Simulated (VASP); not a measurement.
Crystal: PbO.

```xyz
4
Lattice="3.9900 0.0000 0.0000 0.0000 3.9900 0.0000 0.0000 0.0000 5.0100" Properties=species:S:1:pos:R:3 pbc="T T T"
Pb    1.9950    0.0000    3.8076
Pb    0.0000    1.9950    1.2024
O     1.9950    1.9950    0.0000
O     0.0000    0.0000    0.0000
```

Base run:

```yaml
Program: VASP 6.6.1
Functional: BLYP
Potentials_or_basis: VASP PAW PBE potentials, release 64 (Pb_d, O)
Cutoff: 600 eV
k_mesh: 7 × 7 × 6
Occupations: fermi-dirac, width 0.05 eV
Spin: no spin polarisation
```

Its results: band gap on the k mesh 1.52 eV (least direct gap 2.48 eV); pressure 7.0 GPa; largest force 0.321 eV/Å.

Problem. After a change of settings the same cell gave: band gap on the k mesh 1.39 eV (least direct gap 2.28 eV); pressure -3.6 GPa; largest force 0.566 eV/Å. Which change was it?
A. functional from BLYP to PBE; occupations from fermi-dirac, width 0.05 eV to gaussian, width 0.012 eV
B. functional from BLYP to PBE; k mesh from 7 × 7 × 6 to 4 × 4 × 3
C. functional from BLYP to SVWN5
D. functional from BLYP to PBE-based screened hybrid with 50 % exact exchange; cutoff from 600 eV to 520 eV; k mesh from 7 × 7 × 6 to 4 × 4 × 3

Solution. C.

SVWN5 binds more tightly than BLYP, so the same cell stands under less pressure.

Caveats: the PAW data sets were made with another functional, which shifts forces and pressure a little; spin-orbit coupling is left out, which moves the levels of the heavy elements; an odd mesh through Γ misses points on the zone boundary, where band edges can lie; the cell stands under pressure (at least some runs); the cell stands under tension (at least some runs).
